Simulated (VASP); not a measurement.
Write the native input for VASP 6.6.1 that does the following.

* Task: single point
* Functional: PBE
* Potentials or basis: VASP PAW PBE potentials, release 64 (Sn_d, Se)
* Cutoff: 520 eV
* k mesh: 12 × 12 × 4
* Occupations: fermi-dirac, width 0.02 eV
* Spin: no spin polarisation
* Dipole correction: no
* Further INCAR settings: ALGO = Normal; EDIFF = 1e-06; NBANDS = 20

The structure of SnSe2 lies in POSCAR:

```
SnSe2
1.0
    3.8251638350      0.0000000000      0.0000000000
   -1.9125819175      3.3126890547      0.0000000000
    0.0000000000      0.0000000000      5.8758502116
Sn Se
1 2
Direct
    0.0000000000      0.0000000000      0.0000000000
    0.3333333333      0.6666666667      0.2660809165
    0.6666666667      0.3333333333      0.7339190835
```

This cell differs from its parent crystal: uniaxial z strain -5.6%.

One way to write it, as run:

INCAR

```
PREC = Accurate
ENCUT = 520
EDIFF = 1E-6
ISMEAR = -1
SIGMA = 0.02
LREAL = F
LASPH = T
NELM = 100
ALGO = Normal
ISIF = 2
LWAVE = F
LCHARG = T
GGA = PE
LELF = T
LVHAR = T
NBANDS = 20
```

KPOINTS

```
regular mesh
0
Gamma
  12 12 4
```

Potentials or basis: VASP PAW PBE potentials, release 64 (Sn_d, Se).

Command:

```sh
$ cat potpaw_PBE.64/Sn_d/POTCAR potpaw_PBE.64/Se/POTCAR > POTCAR
$ mpirun -np 1 vasp_std > vasp.out
```

It gave:

| Item | Value |
| --- | --- |
| Pressure | 4.6 GPa |
| Largest force | 0.303 eV/Å |
| Band gap on the k mesh | 0.43 eV (least direct gap 0.73 eV) |

Caveat: the cell differs from its parent crystal (uniaxial z strain -5.6%); the cell stands under pressure; spin-orbit coupling is left out, which moves the levels of the heavy elements.

Run time: 2.2 min on 1 thread of Intel Xeon 8259CL, on a shared host, peak memory 0.25 GiB.
